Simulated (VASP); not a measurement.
A run of VASP 6.6.1:

The input INCAR:

```
PREC = Accurate ; ENCUT = 820
EDIFF = 1E-6 ; ISMEAR = 0
SIGMA = 0.05 ; LREAL = F
LASPH = T ; NELM = 200
ALGO = Normal ; ISIF = 2
LWAVE = F ; LCHARG = T
ISPIN = 2 ; MAGMOM = 0 0 0 0
LORBIT = 11 ; LMAXMIX = 4
LDAU = T ; LDAUTYPE = 2
LDAUL = 2 -1 ; LDAUU = 7 0
LDAUJ = 0 0 ; LDAUPRINT = 1
GGA = PE ; LELF = T
LVHAR = T ; NBANDS = 37
GGA_COMPAT = F
```

Contents of KPOINTS:

```
regular mesh
0
Gamma
  7 7 4
```

POSCAR

```
CuO
1.0
    2.3418496200     -1.7112997200      0.0000000000
    2.3418496200      1.7112997200      0.0000000000
   -0.8500298600      0.0000000000      5.0578691900
Cu O
2 2
Direct
    0.0000000000      0.5000000000      0.0000000000
    0.5000000000      0.0000000000      0.5000000000
    0.5816000000      0.4184000000      0.2500000000
    0.4184000000      0.5816000000      0.7500000000
```

Potentials or basis: VASP PAW PBE potentials, release 64 (Cu_sv_GW, O).

Launch:

```sh
$ cat potpaw_PBE.64/Cu_sv_GW/POTCAR potpaw_PBE.64/O/POTCAR > POTCAR
$ mpirun -np 1 vasp_std > vasp.out
```

Hardware: 1 thread of Intel(R) Xeon(R) Platinum 8488C (Sapphire Rapids) (shared host).

Question: How long does it take, and how much memory?

Answer: Wall time 4.5 min on 1 thread of Intel(R) Xeon(R) Platinum 8488C (Sapphire Rapids) (shared host), peak memory 0.4 GiB. Counts: scf iterations 16, k points 60.
